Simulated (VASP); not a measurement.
# MnAs: single point with PBE

Crystal: MnAs.

```
CELL_PARAMETERS angstrom
-1.92821 1.92821 4.88033
1.92821 -1.92821 4.88033
1.92821 1.92821 -4.88033
ATOMIC_POSITIONS crystal
Mn 0.50000 0.50000 0.00000
Mn 0.00000 0.00000 0.00000
As 0.75000 0.75000 0.00000
As 0.25000 0.25000 0.00000
```

| Item | Value |
| --- | --- |
| Program | VASP 6.6.1 |
| Task | single point |
| Functional | PBE |
| Potentials or basis | VASP PAW PBE potentials, release 64 (Mn_pv, As) |
| Cutoff | 520 eV |
| k mesh | 6 × 6 × 6 |
| Occupations | gaussian, width 0.2 eV |
| Spin | collinear spin, ferromagnetic start |
| Starting moments | [4.0, 4.0, 0.0, 0.0] μB |

- Pressure: 0.2 GPa
- Net moment: 6.82 μB per cell
- Site moments: Mn +3.27; As -0.01 μB
- Valence electrons inside the program's atomic spheres: Mn 11.56; As 2.75

Stress tensor (GPa, compression positive):
```
0.17 0.00 0.00
0.00 0.17 0.00
0.00 0.00 0.26
```

Levels at points of the mesh, in eV from the Fermi level:
Spin up:
```tsv
k point	band 18	band 19	band 20	band 21	band 22	band 23	band 24	band 25
(0.00, 0.00, 0.00)	-1.16	-1.16	-0.80	-0.73	-0.03	3.22	3.64	3.64
(0.50, 0.00, 0.00)	-1.96	-1.33	-1.33	-0.11	-0.11	0.56	0.56	2.96
(0.50, 0.50, 0.00)	-1.46	-1.41	-1.36	-0.68	-0.38	1.11	1.91	4.18
(0.50, 0.50, 0.50)	-1.57	-0.73	-0.28	-0.03	0.74	3.86	4.69	5.22
```
Spin down:
| k point | band 11 | band 12 | band 13 | band 14 | band 15 | band 16 | band 17 | band 18 | band 19 | band 20 |
| --- | --- | --- | --- | --- | --- | --- | --- | --- | --- | --- |
| (0.00, 0.00, 0.00) | -3.63 | -3.05 | -1.94 | -0.91 | -0.39 | 1.07 | 1.62 | 1.62 | 2.05 | 2.05 |
| (0.50, 0.00, 0.00) | -1.34 | -1.34 | -1.18 | -1.18 | 0.34 | 0.34 | 0.76 | 0.76 | 1.41 | 1.42 |
| (0.50, 0.50, 0.00) | -3.76 | -1.74 | -0.64 | -0.54 | -0.46 | -0.01 | 1.07 | 1.66 | 1.77 | 1.77 |
| (0.50, 0.50, 0.50) | -3.38 | -1.82 | -1.07 | -0.38 | 0.35 | 0.35 | 0.84 | 1.74 | 1.74 | 2.01 |

Wall time 3.6 min on 1 thread of Intel(R) Xeon(R) Platinum 8488C (Sapphire Rapids), on a shared host, peak memory 0.36 GiB.

Caveat: the k points lie up to 0.38 Å⁻¹ apart; only a ferromagnetic start was run, and an antiferromagnetic order may lie lower in energy.
